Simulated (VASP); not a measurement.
# Mg2Sn (Fm-3m) in VASP: further runs, part 2 of 2

VASP 6.6.1.

## (4) Electric field gradients, LDA (volume scaled by 1.04)

Contents of INCAR:

```
SYSTEM = Mg2Sn
ALGO = Normal ; EDIFF = 1E-8
ENCUT = 520 ; GGA_COMPAT = .FALSE.
ISIF = 2 ; ISMEAR = -1
LASPH = .TRUE. ; LCHARG = .FALSE.
LEFG = .TRUE. ; LREAL = .FALSE.
LWAVE = .FALSE. ; NBANDS = 16
NELM = 120 ; PREC = Accurate
SIGMA = 0.08
```

Contents of KPOINTS:

```
k-points
0
G
  11 11 11
  0 0 0
```

Contents of POSCAR:

```
Mg2Sn
1.0
    0.0000000000      3.4239722052      3.4239722052
    3.4239722052      0.0000000000      3.4239722052
    3.4239722052      3.4239722052      0.0000000000
Mg Sn
2 1
Direct
    0.2500000000      0.2500000000      0.2500000000
    0.7500000000      0.7500000000      0.7500000000
    0.0000000000      0.0000000000      0.0000000000
```

Potentials or basis: VASP PAW LDA potentials, release 64 (Mg, Sn_d).

On the command line:

```sh
> cat potpaw_LDA.64/Mg/POTCAR potpaw_LDA.64/Sn_d/POTCAR > POTCAR
> mpirun -np 1 vasp_std > vasp.out
```

OUTCAR:

```text
SYSTEM = Mg2Sn
   EDIFF = 1E-8
   ENCUT = 520
   ISIF = 2
   ISMEAR = -1
   LASPH = .TRUE.
   LREAL = .FALSE.
   NELM = 120
   PREC = Accurate

 ion  position               nearest neighbor table
   1  0.250  0.250  0.250-   3 2.97   3 2.97   3 2.97   3 2.97   2 3.42   2 3.42   2 3.42   2 3.42
                             2 3.42   2 3.42
   2  0.750  0.750  0.750-   3 2.97   3 2.97   3 2.97   3 2.97   1 3.42   1 3.42   1 3.42   1 3.42
                             1 3.42   1 3.42
   3  0.000  0.000  0.000-   2 2.97   2 2.97   2 2.97   1 2.97   2 2.97   1 2.97   1 2.97   1 2.97

  LATTYP: Found a face centered cubic cell.
 ALAT       =     6.8479444104

  Lattice vectors:

 A1 = (   0.0000000000,   3.4239722052,   3.4239722052)
 A2 = (   3.4239722052,   0.0000000000,   3.4239722052)
 A3 = (   3.4239722052,   3.4239722052,   0.0000000000)

Analysis of symmetry for initial positions (statically):
=====================================================================
 Subroutine PRICEL returns:
 Original cell was already a primitive cell.

 Routine SETGRP: Setting up the symmetry group for a
 face centered cubic supercell.

 Subroutine GETGRP returns: Found 48 space group operations
 (whereof 48 operations were pure point group operations)
 out of a pool of 48 trial point group operations.

The static configuration has the point symmetry O_h .

Analysis of symmetry for dynamics (positions and initial velocities):
=====================================================================
 Subroutine PRICEL returns:
 Original cell was already a primitive cell.

 Routine SETGRP: Setting up the symmetry group for a
 face centered cubic supercell.

 Subroutine GETGRP returns: Found 48 space group operations
[... 164 lines left out ...]
      4     -17.0542      2.00000
      5     -17.0542      2.00000
      6      -5.1560      2.00000
[... 433 lines left out ...]
      3     -17.0878      2.00000
      4     -17.0542      2.00000
      5     -17.0536      2.00000
      6      -4.5194      2.00000
[... 8 lines left out ...]
     15       9.8103      0.00000
     16      10.1950      0.00000

 [... further k-points ...]
[... 5 lines left out ...]
  --------------------------------------------------------------------------------------
  -------------------------------------------------------------------------------------
  Total       -1.7321847     -1.7321847     -1.7321847     -0.0000000     -0.0000000      0.0000000
  in kB      -34.5687838    -34.5687838    -34.5687838     -0.0000000     -0.0000000      0.0000000
  external PRESSURE =     -34.5687838 kB  Pullay stress =       0.0000000 kB

 VOLUME and BASIS-vectors are now :
 -----------------------------------------------------------------------------
  energy-cutoff  :      520.00
  volume of cell :       80.28
      direct lattice vectors                 reciprocal lattice vectors
     0.000000000  3.423972205  3.423972205    -0.146029223  0.146029223  0.146029223
     3.423972205  0.000000000  3.423972205     0.146029223 -0.146029223  0.146029223
     3.423972205  3.423972205  0.000000000     0.146029223  0.146029223 -0.146029223

 POSITION                                       TOTAL-FORCE (eV/Angst)
 -----------------------------------------------------------------------------------
      1.71199      1.71199      1.71199         0.000000      0.000000      0.000000
      5.13596      5.13596      5.13596        -0.000000     -0.000000     -0.000000
      0.00000      0.00000      0.00000         0.000000      0.000000      0.000000
 -----------------------------------------------------------------------------------
    total drift:                               -0.000000      0.000000      0.000000

  FREE ENERGIE OF THE ION-ELECTRON SYSTEM (eV)
  ---------------------------------------------------
  free  energy   TOTEN  =        -8.8632603300 eV

  energy  without entropy=       -8.8556385711  energy(sigma->0) =       -8.85944945

 Electric field gradients (V/A^2)
---------------------------------------------------------------------
 ion       V_xx      V_yy      V_zz      V_xy      V_xz      V_yz
---------------------------------------------------------------------
   1      -0.000     0.000     0.000    -0.000    -0.000    -0.000
   2      -0.000     0.000     0.000    -0.000    -0.000    -0.000
   3      -0.000     0.000    -0.000     0.000     0.000     0.000
---------------------------------------------------------------------

 Electric field gradients after diagonalization (V/A^2)
 (convention: |V_zz| > |V_xx| > |V_yy|)
----------------------------------------------------------------------
 ion       V_xx      V_yy      V_zz     asymmetry (V_yy - V_xx)/ V_zz
----------------------------------------------------------------------
   1       0.000     0.000    -0.000       0.000
   2       0.000     0.000    -0.000       0.000
   3      -0.000    -0.000     0.001       0.000
----------------------------------------------------------------------

           NMR quadrupolar parameters

 Cq : quadrupolar parameter    Cq=e*Q*V_zz/h
 eta: asymmetry parameters     (V_yy - V_xx)/ V_zz
 Q  : nuclear electric quadrupole moment in mb (millibarn)
----------------------------------------------------------------------
 ion       Cq(MHz)       eta       Q (mb)
----------------------------------------------------------------------
   1      -0.000       0.000       1.000
   2      -0.000       0.000       1.000
   3       0.000       0.000       1.000
----------------------------------------------------------------------
```

Run time: 83 s. Hardware: 1 thread of Intel Xeon Platinum 8488C (Sapphire Rapids), shared host; peak memory 0.22 GiB.

What came out:

```yaml
Free_energy: -8.8633 eV
Pressure: -3.5 GPa
Band_gap_on_the_k_mesh: zero (band 9 reaches 3.80 eV, above the bottom of band 10 at 3.58 eV)
```

Caveat: without QUAD_EFG the Cq values of the log hold for a quadrupole moment of 1 mb, not for the nuclei; spin-orbit coupling is left out, which moves the levels of the heavy elements.
